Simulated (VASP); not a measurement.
# Ti3Al5 (P4/mmm) in VASP: further runs, part 2 of 2

VASP 6.6.1. The steps go on from the part before.

## (4) Single point, PBEsol (strain +0.025 along x and y, -0.025 along z)

INCAR

```
PREC = Accurate
ENCUT = 520
EDIFF = 1E-6
ISMEAR = 0
SIGMA = 0.15
LREAL = F
LASPH = T
NELM = 60
ALGO = Fast
ISIF = 2
LWAVE = F
LCHARG = F
GGA = PS
NBANDS = 36
```

KPOINTS

```
regular mesh
0
Gamma
  10 10 6
```

POSCAR

```
Ti3Al5
1.0
    3.9803774980      0.0000000000      0.0000000000
    0.0000000000      3.9803774980      0.0000000000
    0.0000000000      0.0000000000      8.0894628306
Ti Al
3 5
Direct
    0.0000000000      0.0000000000      0.5000000000
    0.5000000000      0.5000000000      0.0000000000
    0.5000000000      0.5000000000      0.5000000000
    0.0000000000      0.5000000000      0.2523516174
    0.0000000000      0.5000000000      0.7476483826
    0.5000000000      0.0000000000      0.2523516174
    0.5000000000      0.0000000000      0.7476483826
    0.0000000000      0.0000000000      0.0000000000
```

Potentials or basis: VASP PAW PBE potentials, release 64 (Ti_sv, Al).

Launch:

```console
$ cat potpaw_PBE.64/Ti_sv/POTCAR potpaw_PBE.64/Al/POTCAR > POTCAR
$ mpirun -np 1 vasp_std > vasp.out
```

OUTCAR:

```text
PREC = Accurate
   ENCUT = 520
   EDIFF = 1E-6
   ISMEAR = 0
   LREAL = F
   LASPH = T
   NELM = 60
   ISIF = 2
   GGA = PS

 ion  position               nearest neighbor table
   1  0.000  0.000  0.500-   3 2.81   3 2.81   3 2.81   3 2.81   7 2.82   4 2.82   4 2.82   5 2.82
                             5 2.82   6 2.82   7 2.82   6 2.82
   2  0.500  0.500  0.000-   8 2.81   8 2.81   8 2.81   8 2.81   4 2.85   6 2.85   7 2.85   5 2.85
                             4 2.85   5 2.85   6 2.85   7 2.85
   3  0.500  0.500  0.500-   1 2.81   1 2.81   1 2.81   1 2.81   7 2.82   4 2.82   6 2.82   7 2.82
                             5 2.82   4 2.82   5 2.82   6 2.82
   4  0.000  0.500  0.252-   6 2.81   6 2.81   6 2.81   6 2.81   3 2.82   3 2.82   1 2.82   1 2.82
                             2 2.85   2 2.85   8 2.85   8 2.85
   5  0.000  0.500  0.748-   7 2.81   7 2.81   7 2.81   7 2.81   3 2.82   3 2.82   1 2.82   1 2.82
                             2 2.85   2 2.85   8 2.85   8 2.85
   6  0.500  0.000  0.252-   4 2.81   4 2.81   4 2.81   4 2.81   3 2.82   1 2.82   1 2.82   3 2.82
                             2 2.85   2 2.85   8 2.85   8 2.85
   7  0.500  0.000  0.748-   5 2.81   5 2.81   5 2.81   5 2.81   3 2.82   1 2.82   1 2.82   3 2.82
                             2 2.85   2 2.85   8 2.85   8 2.85
   8  0.000  0.000  0.000-   2 2.81   2 2.81   2 2.81   2 2.81   7 2.85   4 2.85   4 2.85   5 2.85
                             5 2.85   6 2.85   7 2.85   6 2.85

  LATTYP: Found a simple tetragonal cell.
 ALAT       =     3.9803774980
 C/A-ratio  =     2.0323355849

  Lattice vectors:

 A1 = (   3.9803774980,   0.0000000000,   0.0000000000)
 A2 = (   0.0000000000,   3.9803774980,   0.0000000000)
 A3 = (   0.0000000000,   0.0000000000,   8.0894628306)

Analysis of symmetry for initial positions (statically):
=====================================================================
 Subroutine PRICEL returns:
 Original cell was already a primitive cell.

 Routine SETGRP: Setting up the symmetry group for a
 simple tetragonal supercell.

 Subroutine GETGRP returns: Found 16 space group operations
 (whereof 16 operations were pure point group operations)
 out of a pool of 16 trial point group operations.

The static configuration has the point symmetry D_4h.

Analysis of symmetry for dynamics (positions and initial velocities):
=====================================================================
 Subroutine PRICEL returns:
 Original cell was already a primitive cell.

 Routine SETGRP: Setting up the symmetry group for a
 simple tetragonal supercell.

 Subroutine GETGRP returns: Found 16 space group operations
 (whereof 16 operations were pure point group operations)
 out of a pool of 16 trial point group operations.

The dynamic configuration has the point symmetry D_4h.

 Subroutine INISYM returns: Found 16 space group operations
 (whereof 16 operations are pure point group operations),
 and found     1 'primitive' translations

----------------------------------------------------------------------------------------

                                     Primitive cell

  volume of cell :     128.1646

  direct lattice vectors                    reciprocal lattice vectors
     3.980377498  0.000000000  0.000000000     0.251232452  0.000000000  0.000000000
     0.000000000  3.980377498  0.000000000     0.000000000  0.251232452  0.000000000
     0.000000000  0.000000000  8.089462831     0.000000000  0.000000000  0.123617602

  length of vectors
     3.980377498  3.980377498  8.089462831     0.251232452  0.251232452  0.123617602
[... 77 lines left out ...]
   total plane-waves  NPLWV =  54000
   dimension x,y,z NGX =    30 NGY =   30 NGZ =   60
   dimension x,y,z NGXF=    60 NGYF=   60 NGZF=  120
   ions per type =               3   5
   NGX,Y,Z   is equivalent  to a cutoff of  12.53, 12.53, 12.33 a.u.
   NGXF,Y,Z  is equivalent  to a cutoff of  25.06, 25.06, 24.66 a.u.
 SYSTEM =  unknown system
   PREC   = accura    normal or accurate (medium, high low for compatibility)
   ISTART =      0    job   : 0-new  1-cont  2-samecut
   ICHARG =      2    charge: 1-file 2-atom 10-const
   ISPIN  =      1    spin polarized calculation?
   LNONCOLLINEAR =      F non collinear calculations
   LSORBIT =      F    spin-orbit coupling
   LASPH  =      T    aspherical Exc in radial PAW
   ENCUT  =  520.0 eV  38.22 Ry    6.18 a.u.   7.40  7.40 15.04*2*pi/ulx,y,z
   NELM   =     60;   NELMIN=  2; NELMDL= -5     # of ELM steps
   EDIFF  = 0.1E-05   stopping-criterion for ELM
   LREAL  =      F    real-space projection
   EDIFFG = 0.1E-04   stopping-criterion for IOM
   NSW    =      0    number of steps for IOM
   IBRION =     -1    ionic relax: 0-MD 1-quasi-New 2-CG
   NFREE  =      0    steps in history (QN), initial steepest desc. (CG)
   ISIF   =      2    stress and relaxation
   ISYM   =      2    0-nonsym 1-usesym 2-fastsym
   POTIM  = 0.5000    time-step for ionic-motion
   TEBEG  =    0.0;   TEEND  =   0.0 temperature during run
   PSTRESS=    0.0 pullay stress
   NELECT =      51.0000    total number of electrons
   NUPDOWN=      -1.0000    fix difference up-down
   EMIN   =  10.00;   EMAX   =-10.00  energy-range for DOS
   EFERMI =   0.00;   METHOD = LEGACY
   ISMEAR =     0;   SIGMA  =   0.15  broadening in eV -4-tet -1-fermi 0-gaus
   EFERMI_NEDOS =   21; number of points for ismear=-14 and -15
   IALGO  =     68    algorithm
   IMIX   =      4    mixing-type and parameters
     AMIX     =   0.40;   BMIX     =  1.00
     AMIX_MAG =   1.60;   BMIX_MAG =  1.00
  volume/ion in A,a.u.               =      16.02       108.11
  Fermi-wavevector in a.u.,A,eV,Ry     =   1.204136  2.275487 19.727674  1.449943
  Thomas-Fermi vector in A             =   2.339870
   LORBIT       =      0    0 simple, 1 ext, 2 COOP (PROOUT), +10 PAW based schemes
   GGA     = PS    functional components
   LHFCALC =     F    Hartree Fock is set to
   AEXX    =    0.0000 exact exchange contribution
   IVDW    =     0    specifies the selected vdW correction
   LEPSILON=     F    determine dielectric tensor
   LRPA    =     F    only Hartree local field effects (RPA)
 non-spin polarized calculation
 RMM-DIIS sequential band-by-band and
 Gauss-broadening in eV      SIGMA  =   0.15
  energy-cutoff  :      520.00
  volume of cell :      128.16
 maximum number of plane-waves:      3490
 NGX is ok and might be reduce to    30
   NGX = 15   NGY = 15   NGZ = 31

 number of electron      50.9999994 magnetization

 Free energy of the ion-electron system (eV)
  ---------------------------------------------------
  ext. energy  EPLUGINS =         0.00000000
  ---------------------------------------------------
  free energy    TOTEN  =       -48.63298388 eV

  energy without entropy =      -48.55860562  energy(sigma->0) =      -48.59579475

 E-fermi :   8.3253     XC(G=0): -10.9848

 val. band max:        8.3253174601   @ k =   0.3000   0.2000   0.3333
 cond. band min:       8.3282373063   @ k =   0.4000   0.2000   0.5000
 fundamental gap:      0.0029198462
 Fermi energy:         8.3253419426

 k-point     1 :       0.0000    0.0000    0.0000
  band No.  band energies     occupation
      1     -48.2262      2.00000
      2     -48.0702      2.00000
      3     -47.7922      2.00000
      4     -24.6267      2.00000
      5     -24.6267      2.00000
      6     -24.6010      2.00000
[... 925 lines left out ...]
     35      11.1967      0.00000
     36      11.2765      0.00000

 [... further k-points ...]

------------------------ aborting loop because EDIFF is reached ----------------------------------------

  FORCE on cell =-STRESS in cart. coord.  units (eV):
  Direction    XX          YY          ZZ          XY          YZ          ZX
  --------------------------------------------------------------------------------------
  -------------------------------------------------------------------------------------
  Total       -3.5943988     -3.5943988      0.9154924      0.0000000     -0.0000000     -0.0000000
  in kB      -44.9333334    -44.9333334     11.4445079      0.0000000     -0.0000000     -0.0000000
  external PRESSURE =     -26.1407197 kB  Pullay stress =       0.0000000 kB

 VOLUME and BASIS-vectors are now :
 -----------------------------------------------------------------------------
  energy-cutoff  :      520.00
  volume of cell :      128.16
      direct lattice vectors                 reciprocal lattice vectors
     3.980377498  0.000000000  0.000000000     0.251232452  0.000000000  0.000000000
     0.000000000  3.980377498  0.000000000     0.000000000  0.251232452  0.000000000
     0.000000000  0.000000000  8.089462831     0.000000000  0.000000000  0.123617602

 POSITION                                       TOTAL-FORCE (eV/Angst)
 -----------------------------------------------------------------------------------
      0.00000      0.00000      4.04473        -0.000000      0.000000      0.000000
      1.99019      1.99019      0.00000        -0.000000      0.000000      0.000000
      1.99019      1.99019      4.04473        -0.000000      0.000000      0.000000
      0.00000      1.99019      2.04139        -0.000000      0.000000      0.060575
      0.00000      1.99019      6.04807        -0.000000     -0.000000     -0.060575
      1.99019      0.00000      2.04139        -0.000000     -0.000000      0.060575
      1.99019      0.00000      6.04807         0.000000     -0.000000     -0.060575
      0.00000      0.00000      0.00000        -0.000000      0.000000      0.000000
 -----------------------------------------------------------------------------------
    total drift:                                0.000000      0.000000      0.000000

  FREE ENERGIE OF THE ION-ELECTRON SYSTEM (eV)
  ---------------------------------------------------
  free  energy   TOTEN  =       -48.6329838805 eV

  energy  without entropy=      -48.5586056246  energy(sigma->0) =      -48.59579475
```

Run time: 7.7 min. Hardware: 1 thread of Intel Xeon 6975P-C (Granite Rapids), shared host; peak memory 0.43 GiB.

What came out:

* Free energy: -48.6330 eV
* Pressure: -2.6 GPa
* Largest force: 0.061 eV/Å
* Band gap on the k mesh: zero (an odd number of electrons rules out a gap without spin polarisation)

Forces in eV/Å, atoms in the order of the input:
```
Ti   0.000  0.000  0.000
Ti   0.000  0.000  0.000
Ti   0.000  0.000  0.000
Al   0.000  0.000  0.061
Al   0.000  0.000 -0.061
Al   0.000  0.000  0.061
Al   0.000  0.000 -0.061
Al   0.000  0.000  0.000
```

Caveat: the cell differs from its parent crystal (strain +0.025 along x and y, -0.025 along z); the stress differs along the axes, from -4 to 1 GPa; the PAW data sets were made with another functional, which shifts forces and pressure a little.

## (5) Single point, PBEsol (strain +0.050 along x and y, -0.050 along z)

INCAR, as its differences from that of step 4:

```diff
@@ -2,3 +2,3 @@
 ENCUT = 520
-EDIFF = 1E-6
+EDIFF = 1E-7
 ISMEAR = 0
```

KPOINTS is that of step 4.

POSCAR, as its differences from that of step 4:

```diff
@@ -2,5 +2,5 @@
 1.0
-    3.9803774980      0.0000000000      0.0000000000
-    0.0000000000      3.9803774980      0.0000000000
-    0.0000000000      0.0000000000      8.0894628306
+    4.0774598760      0.0000000000      0.0000000000
+    0.0000000000      4.0774598760      0.0000000000
+    0.0000000000      0.0000000000      7.8820407068
 Ti Al
```

Launch:

```console
$ cat potpaw_PBE.64/Ti_sv/POTCAR potpaw_PBE.64/Al/POTCAR > POTCAR
$ mpirun -np 1 vasp_std > vasp.out
```

Wall time 10 min (1 thread of Intel Xeon 6975P-C (Granite Rapids), shared host); peak memory 0.44 GiB.

The run converged. Its results:

```
Free energy            : -48.3659 eV
Pressure               : -4.6 GPa
Largest force          : 0.113 eV/Å
Band gap on the k mesh : zero (an odd number of electrons rules out a gap without spin polarisation)
```

Forces in eV/Å, atoms in the order of the input:
```
Ti   0.000  0.000  0.000
Ti   0.000  0.000  0.000
Ti   0.000  0.000  0.000
Al   0.000  0.000  0.113
Al   0.000  0.000 -0.113
Al   0.000  0.000  0.113
Al   0.000  0.000 -0.113
Al   0.000  0.000  0.000
```

Stress tensor (GPa, compression positive):
```
-7.61  0.00  0.00
 0.00 -7.61  0.00
 0.00  0.00  1.49
```

Levels at points of the mesh, in eV from the Fermi level:
```tsv
k point	band 24	band 25	band 26	band 27	band 28	band 29
(0.00, 0.00, 0.00)	-0.74	-0.32	0.19	0.19	0.50	1.35
(0.50, 0.00, 0.00)	-0.33	-0.13	-0.04	0.20	0.73	1.05
(0.50, 0.50, 0.00)	-1.12	-1.12	-0.86	-0.02	0.82	1.24
(0.00, 0.00, 0.50)	-0.16	0.11	0.39	0.39	0.45	0.48
(0.50, 0.00, 0.50)	-0.14	-0.14	-0.09	0.20	0.63	0.74
(0.50, 0.50, 0.50)	-1.05	-0.78	-0.61	-0.44	1.00	1.24
```

Caveat: the cell differs from its parent crystal (strain +0.050 along x and y, -0.050 along z); the stress differs along the axes, from -8 to 1 GPa; the PAW data sets were made with another functional, which shifts forces and pressure a little.

## (6) Overview

| cell | further INCAR settings | gap on the mesh (eV) | pressure (GPa) | largest force (eV/Å) |
| --- | --- | --- | --- | --- |
| a = 3.980, b = 3.980, c = 7.882 Å, 8 atoms | ALGO = Fast; EDIFF = 1e-07; NBANDS = 36 | none | 0.5 | 0.05 |
| a = 3.883, b = 3.883, c = 8.504 Å, 8 atoms | ALGO = Fast; EDIFF = 1e-06; NBANDS = 36 | none | -2.6 | 0.02 |
| a = 3.980, b = 3.980, c = 8.089 Å, 8 atoms | ALGO = Fast; EDIFF = 1e-06; NBANDS = 36 | none | -2.6 | 0.06 |
| a = 4.077, b = 4.077, c = 7.882 Å, 8 atoms | ALGO = Fast; EDIFF = 1e-07; NBANDS = 36 | none | -4.6 | 0.11 |

Alike in all rows: task single point; level PBEsol; potentials or basis VASP PAW PBE potentials, release 64 (Ti_sv, Al); no spin polarisation; k mesh 10 × 10 × 6; cutoff (eV) 520; smearing gaussian 0.15 eV.

Caveats: the PAW data sets were made with another functional, which shifts forces and pressure a little; the stress differs along the axes, from -2 to 6 GPa (at least some runs); the stress differs along the axes, from -4 to 1 GPa (at least some runs); the stress differs along the axes, from -8 to 1 GPa (at least some runs).

Total energies depend on the potentials used, so only differences within one code and one set of settings carry meaning.
